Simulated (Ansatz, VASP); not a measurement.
# One calculation of Ni, two programs

```
Ni
1.0
     2.49175    0.00000    0.00000
     1.24588    2.15792    0.00000
     1.24588    0.71931    2.03451
Ni
1
Direct
  0.00000 0.00000 0.00000
```

Alike in both runs: task relaxation of cell and atoms; functional r2SCAN; dispersion rVV10; k mesh 14 × 14 × 14; collinear spin.

```csv
,VASP,Ansatz
version,VASP 6.6.1,Ansatz 0.2.0
potentials or method,"VASP PAW PBE potentials, release 64 (Ni)","plane waves, PAW"
plane-wave cutoff (eV),600,500
occupations,"methfessel-paxton of order 1, width 0.1 eV",cold
valence electrons in the cell,10,18
```

```csv
,VASP,Ansatz,Ansatz less VASP
net moment per atom (μB),0.75,0.76,+0.008
size of the moment on the site where the two differ most (μB),0.77,0.83,+0.057
relaxed volume (Å³/atom),10.45,10.42,-0.035
relaxed cell length with the largest relative difference (Å),2.454,2.452,-0.0027
```

VASP's potentials were made for PBE, not for r2SCAN. Site moments also hang on the region over which each program counts them. VASP's potentials hold 10 valence electrons a cell and Ansatz's 18, so a difference there can come from the potentials and not from the codes.
